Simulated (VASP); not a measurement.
## Sb: electric field gradients with PBE

The system is Sb.

```
Sb
1.0
     0.00000    2.32805    2.30500
     2.32805    0.00000    2.30500
     2.32805    2.32805    0.00000
Sb
1
Direct
  0.00000 0.00000 0.00000
```

This cell differs from its parent crystal: x and y stretched by +1 %, z held.

| Item | Value |
| --- | --- |
| Program | VASP 6.6.1 |
| Task | electric field gradients |
| Functional | PBE |
| Potentials or basis | VASP PAW PBE potentials, release 64 (Sb) |
| Cutoff | 520 eV |
| k mesh | 12 × 12 × 12 |
| Occupations | fermi-dirac, width 0.05 eV |
| Spin | no spin polarisation |
| Dipole correction | no |
| Further INCAR settings | ALGO = Normal; EDIFF = 1e-08; NBANDS = 8 |

| Property | Result |
| --- | --- |
| Pressure | 6.8 GPa |

Stress tensor (GPa, compression positive):
```
6.90 0.00 0.00
0.00 6.90 0.00
0.00 0.00 6.70
```

Levels at points of the mesh, in eV from the Fermi level:
| k point | band 1 | band 2 | band 3 | band 4 | band 5 | band 6 | band 7 |
| --- | --- | --- | --- | --- | --- | --- | --- |
| (0.00, 0.00, 0.00) | -13.59 | 5.83 | 5.84 | 5.84 | 10.13 | 10.13 | 10.17 |
| (0.50, 0.00, 0.00) | -9.41 | -6.37 | 3.86 | 4.03 | 8.60 | 9.15 | 9.33 |
| (0.50, 0.50, 0.00) | -7.46 | -5.34 | 0.25 | 0.25 | 4.07 | 4.45 | 17.92 |
| (0.50, 0.00, 0.50) | -7.61 | -5.43 | 0.34 | 0.42 | 4.21 | 4.55 | 17.96 |

Electric field gradients, principal values (V/Å²):
| atom | least | middle | greatest (by size) |
| --- | --- | --- | --- |
| 1 Sb | 2.265 | 2.265 | -4.531 |

Run time: 28 s on 1 thread of AMD EPYC 7R43 64-Core Processor (Zen 3) (shared host), peak memory 0.13 GiB.

Caveat: the cell differs from its parent crystal (x and y stretched by +1 %, z held); without QUAD_EFG the Cq values of the log hold for a quadrupole moment of 1 mb, not for the nuclei; spin-orbit coupling is left out, which moves the levels of the heavy elements.
